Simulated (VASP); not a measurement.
# Si (Cmc2_1) in VASP: notebook

Si is run at these levels: LDA; tasks: single point.

All numbers are computed with VASP 6.6.1; they aren't measurements. Logs are shortened: lines on timing, memory, paths and dates and some standing lists are left out, and cuts for length are marked.

## 1. The cell of the first run

Symmetry: Cmc2_1, No. 36, orthorhombic system. Conventional cell: a = 3.802 Å, b = 6.585 Å, c = 6.289 Å, α = 90.00°, β = 90.00°, γ = 90.00°. Si (site symmetry m) has 4 Si at 2.33 to 2.38 Å within 3.1 Å. Si (site symmetry m) has 4 Si at 2.33 to 2.38 Å within 3.1 Å.

## 2. Single point, LDA (atoms displaced along a vibrational mode)

Contents of INCAR:

```
ALGO = Normal
EDIFF = 1E-6
ENCUT = 520
ISIF = 2
ISMEAR = 0
LASPH = T
LCHARG = T
LELF = T
LREAL = F
LVHAR = T
LWAVE = F
NBANDS = 26
NELM = 60
PREC = Accurate
SIGMA = 0.03
```

Contents of KPOINTS:

```
k-points
0
Gamma
  10 6 6
```

Contents of POSCAR:

```
Si
1.0
   -3.8019755419      0.0000000000      0.0000000000
    0.0000000000      0.0000000000     -6.2891200223
    0.0000000000     -6.5852148077      0.0000000000
Si
8
Direct
    0.5000000000      0.9369667109      0.1932413503
    1.0000000000      0.9369667109      0.6932413503
    1.0000000000      0.4369667109      0.3067586497
    0.5000000000      0.4369667109      0.8067586497
    0.5000000000      0.5630332891      0.1400919831
    1.0000000000      0.5630332891      0.6400919831
    1.0000000000      0.0630332891      0.3599080169
    0.5000000000      0.0630332891      0.8599080169
```

Potentials or basis: VASP PAW LDA potentials, release 64 (Si).

Run with:

```console
$ cat potpaw_LDA.64/Si/POTCAR > POTCAR
$ mpirun -np 1 vasp_std > vasp.out
```

OUTCAR:

```text
EDIFF = 1E-6
   ENCUT = 520
   ISIF = 2
   ISMEAR = 0
   LASPH = T
   LREAL = F
   NELM = 60
   PREC = Accurate

 ion  position               nearest neighbor table
   1  0.500  0.937  0.193-   7 2.33   7 2.33   8 2.33   5 2.38
   2  0.000  0.937  0.693-   8 2.33   8 2.33   7 2.33   6 2.38
   3  0.000  0.437  0.307-   5 2.33   5 2.33   6 2.33   7 2.38
   4  0.500  0.437  0.807-   6 2.33   6 2.33   5 2.33   8 2.38
   5  0.500  0.563  0.140-   3 2.33   3 2.33   4 2.33   1 2.38
   6  0.000  0.563  0.640-   4 2.33   4 2.33   3 2.33   2 2.38
   7  0.000  0.063  0.360-   1 2.33   1 2.33   2 2.33   3 2.38
   8  0.500  0.063  0.860-   2 2.33   2 2.33   1 2.33   4 2.38

  LATTYP: Found a simple orthorhombic cell.
 ALAT       =     3.8019755419
 B/A-ratio  =     1.6541716150
 C/A-ratio  =     1.7320508076

  Lattice vectors:

 A1 = (  -3.8019755419,   0.0000000000,   0.0000000000)
 A2 = (   0.0000000000,   0.0000000000,  -6.2891200223)
 A3 = (   0.0000000000,  -6.5852148077,   0.0000000000)

Analysis of symmetry for initial positions (statically):
=====================================================================
 Subroutine PRICEL returns following result:

  LATTYP: Found a hexagonal cell.
 ALAT       =     3.8019755419
 C/A-ratio  =     1.6541716150

  Lattice vectors:

 A1 = (  -1.9009877709,  -3.2926074039,   0.0000000000)
 A2 = (  -1.9009877710,   3.2926074038,   0.0000000000)
 A3 = (   0.0000000000,   0.0000000000,  -6.2891200223)

   2 primitive cells build up your supercell.

 Routine SETGRP: Setting up the symmetry group for a
 simple orthorhombic supercell.

 Subroutine GETGRP returns: Found  4 space group operations
 (whereof  2 operations were pure point group operations)
 out of a pool of  8 trial point group operations.

The static configuration has the point symmetry C_1h.
 The point group associated with its full space group is C_2v.

Analysis of symmetry for dynamics (positions and initial velocities):
=====================================================================
 Subroutine PRICEL returns following result:

  LATTYP: Found a hexagonal cell.
 ALAT       =     3.8019755419
 C/A-ratio  =     1.6541716150

  Lattice vectors:

 A1 = (  -1.9009877709,  -3.2926074039,   0.0000000000)
 A2 = (  -1.9009877710,   3.2926074038,   0.0000000000)
[... 118 lines left out ...]
   EDIFFG = 0.1E-04   stopping-criterion for IOM
   NSW    =      0    number of steps for IOM
   IBRION =     -1    ionic relax: 0-MD 1-quasi-New 2-CG
   NFREE  =      0    steps in history (QN), initial steepest desc. (CG)
   ISIF   =      2    stress and relaxation
   ISYM   =      2    0-nonsym 1-usesym 2-fastsym
   POTIM  = 0.5000    time-step for ionic-motion
   TEBEG  =    0.0;   TEEND  =   0.0 temperature during run
   PSTRESS=    0.0 pullay stress
   NELECT =      32.0000    total number of electrons
   NUPDOWN=      -1.0000    fix difference up-down
   EMIN   =  10.00;   EMAX   =-10.00  energy-range for DOS
   EFERMI =   0.00;   METHOD = LEGACY
   ISMEAR =     0;   SIGMA  =   0.03  broadening in eV -4-tet -1-fermi 0-gaus
   EFERMI_NEDOS =   21; number of points for ismear=-14 and -15
   IALGO  =     38    algorithm
   IMIX   =      4    mixing-type and parameters
     AMIX     =   0.40;   BMIX     =  1.00
     AMIX_MAG =   1.60;   BMIX_MAG =  1.00
  volume/ion in A,a.u.               =      19.68       132.82
  Fermi-wavevector in a.u.,A,eV,Ry     =   0.962502  1.818866 12.604582  0.926411
  Thomas-Fermi vector in A             =   2.091967
   LORBIT       =      0    0 simple, 1 ext, 2 COOP (PROOUT), +10 PAW based schemes
   GGA     = CA    functional components
   LHFCALC =     F    Hartree Fock is set to
   AEXX    =    0.0000 exact exchange contribution
   IVDW    =     0    specifies the selected vdW correction
   LEPSILON=     F    determine dielectric tensor
   LRPA    =     F    only Hartree local field effects (RPA)
 non-spin polarized calculation
 Gauss-broadening in eV      SIGMA  =   0.03
  energy-cutoff  :      520.00
  volume of cell :      157.46
 maximum number of plane-waves:      4268
   NGX = 15   NGY = 23   NGZ = 25

 number of electron      32.0000000 magnetization

 Free energy of the ion-electron system (eV)
  ---------------------------------------------------
  ext. energy  EPLUGINS =         0.00000000
  ---------------------------------------------------
  free energy    TOTEN  =       -47.47354181 eV

  energy without entropy =      -47.47354181  energy(sigma->0) =      -47.47354181

 E-fermi :   6.2906     XC(G=0):  -9.6771

 val. band max:        6.1428172365   @ k =   0.0000   0.0000   0.0000
 cond. band min:       6.4897873563   @ k =   0.0000   0.0000   0.0000
 fundamental gap:      0.3469701198
 Fermi energy:         6.2906101265

 k-point     1 :       0.0000    0.0000    0.0000
  band No.  band energies     occupation
      1      -6.1302      2.00000
      2      -3.8519      2.00000
      3      -3.8119      2.00000
      4      -2.3803      2.00000
      5      -1.4158      2.00000
      6      -1.0805      2.00000
[... 685 lines left out ...]
     25      10.7654      0.00000
     26      10.7654      0.00000

 [... further k-points ...]

------------------------ aborting loop because EDIFF is reached ----------------------------------------

  FORCE on cell =-STRESS in cart. coord.  units (eV):
  Direction    XX          YY          ZZ          XY          YZ          ZX
  --------------------------------------------------------------------------------------
  -------------------------------------------------------------------------------------
  Total        0.2064012     -0.3336324     -1.5149043      0.0000000      0.0000000      0.0000000
  in kB        2.1001666     -3.3947648    -15.4144007      0.0000000      0.0000000      0.0000000
  external PRESSURE =      -5.5696663 kB  Pullay stress =       0.0000000 kB

 VOLUME and BASIS-vectors are now :
 -----------------------------------------------------------------------------
  energy-cutoff  :      520.00
  volume of cell :      157.46
      direct lattice vectors                 reciprocal lattice vectors
    -3.801975542  0.000000000  0.000000000    -0.263021155  0.000000000  0.000000000
     0.000000000  0.000000000 -6.289120022     0.000000000  0.000000000 -0.159004757
     0.000000000 -6.585214808  0.000000000     0.000000000 -0.151855335  0.000000000

 POSITION                                       TOTAL-FORCE (eV/Angst)
 -----------------------------------------------------------------------------------
     -1.90099     -1.27254     -5.89270        -0.000000      0.186355      0.161546
      0.00000     -4.56514     -5.89270         0.000000      0.186355      0.161546
      0.00000     -2.02007     -2.74814         0.000000     -0.186355      0.161546
     -1.90099     -5.31268     -2.74814        -0.000000     -0.186355      0.161546
     -1.90099     -0.92254     -3.54098         0.000000     -0.205254     -0.161546
      0.00000     -4.21514     -3.54098         0.000000     -0.205254     -0.161546
      0.00000     -2.37007     -0.39642         0.000000      0.205254     -0.161546
     -1.90099     -5.66268     -0.39642         0.000000      0.205254     -0.161546
 -----------------------------------------------------------------------------------
    total drift:                                0.000000     -0.000000      0.000042

  FREE ENERGIE OF THE ION-ELECTRON SYSTEM (eV)
  ---------------------------------------------------
  free  energy   TOTEN  =       -47.4735418129 eV

  energy  without entropy=      -47.4735418129  energy(sigma->0) =      -47.47354181
```

OSZICAR:

```text
N       E                     dE             d eps       ncg     rms          rms(c)
DAV:   1     0.645855367816E+02    0.64586E+02   -0.12149E+04  4992   0.102E+03
DAV:   2    -0.430164520803E+02   -0.10760E+03   -0.99201E+02  6320   0.150E+02
DAV:   3    -0.484455674120E+02   -0.54291E+01   -0.53460E+01  6666   0.312E+01
DAV:   4    -0.485415180012E+02   -0.95951E-01   -0.95726E-01  6148   0.524E+00
DAV:   5    -0.485437328166E+02   -0.22148E-02   -0.22137E-02  6480   0.744E-01    0.101E+01
DAV:   6    -0.478034302250E+02    0.74030E+00   -0.35504E-01  5568   0.222E+00    0.608E+00
DAV:   7    -0.474735863961E+02    0.32984E+00   -0.68531E-01  5496   0.311E+00    0.445E-01
DAV:   8    -0.474736897915E+02   -0.10340E-03   -0.54655E-02  5792   0.103E+00    0.170E-01
DAV:   9    -0.474735033034E+02    0.18649E-03   -0.18199E-03  6410   0.193E-01    0.126E-01
DAV:  10    -0.474735422587E+02   -0.38955E-04   -0.18093E-04  5942   0.614E-02    0.423E-02
DAV:  11    -0.474735418366E+02    0.42208E-06   -0.13466E-05  6462   0.168E-02    0.145E-02
DAV:  12    -0.474735418129E+02    0.23778E-07   -0.27932E-07  3392   0.308E-03
   1 F= -.47473542E+02 E0= -.47473542E+02  d E =-.135532E-14
```

Run time: 8 min. Hardware: 1 thread of Oxide Virtual Turin-like, shared host; peak memory 0.34 GiB.

What came out:

| Property | Result |
| --- | --- |
| Free energy | -47.4735 eV |
| Pressure | -0.6 GPa |
| Largest force | 0.261 eV/Å |
| Band gap on the k mesh | 0.35 eV |

Forces in eV/Å, atoms in the order of the input:
```
Si   0.000  0.186  0.162
Si   0.000  0.186  0.162
Si   0.000 -0.186  0.162
Si   0.000 -0.186  0.162
Si   0.000 -0.205 -0.162
Si   0.000 -0.205 -0.162
Si   0.000  0.205 -0.162
Si   0.000  0.205 -0.162
```

Levels at points of the mesh, in eV from the valence-band top:
| k point | band 13 | band 14 | band 15 | band 16 | band 17 | band 18 | band 19 | band 20 |
| --- | --- | --- | --- | --- | --- | --- | --- | --- |
| (0.00, 0.00, 0.00) | -1.41 | -0.19 | -0.19 | 0.00 | 0.35 | 1.29 | 2.11 | 2.16 |
| (0.50, 0.00, 0.00) | -2.82 | -2.82 | -2.54 | -2.54 | 1.18 | 1.18 | 3.80 | 3.80 |
| (0.00, 0.50, 0.00) | -0.88 | -0.88 | -0.86 | -0.86 | 0.83 | 0.83 | 1.58 | 1.58 |
| (0.50, 0.50, 0.00) | -2.18 | -2.18 | -2.18 | -2.18 | 1.80 | 1.80 | 1.80 | 1.80 |
| (0.00, 0.00, 0.50) | -1.29 | -1.29 | -0.84 | -0.84 | 1.02 | 1.02 | 2.82 | 2.82 |
| (0.50, 0.00, 0.50) | -2.95 | -2.95 | -1.53 | -1.53 | 0.48 | 0.48 | 2.24 | 2.24 |
| (0.00, 0.50, 0.50) | -1.80 | -1.80 | -1.80 | -1.80 | 1.49 | 1.49 | 1.49 | 1.49 |
| (0.50, 0.50, 0.50) | -2.17 | -2.17 | -2.17 | -2.17 | 0.79 | 0.79 | 0.79 | 0.79 |

Caveat: the cell differs from its parent crystal (atoms displaced along a vibrational mode); semilocal functionals underestimate gaps, and a narrow one can read as zero.

(Continued in part 2 of 2.)
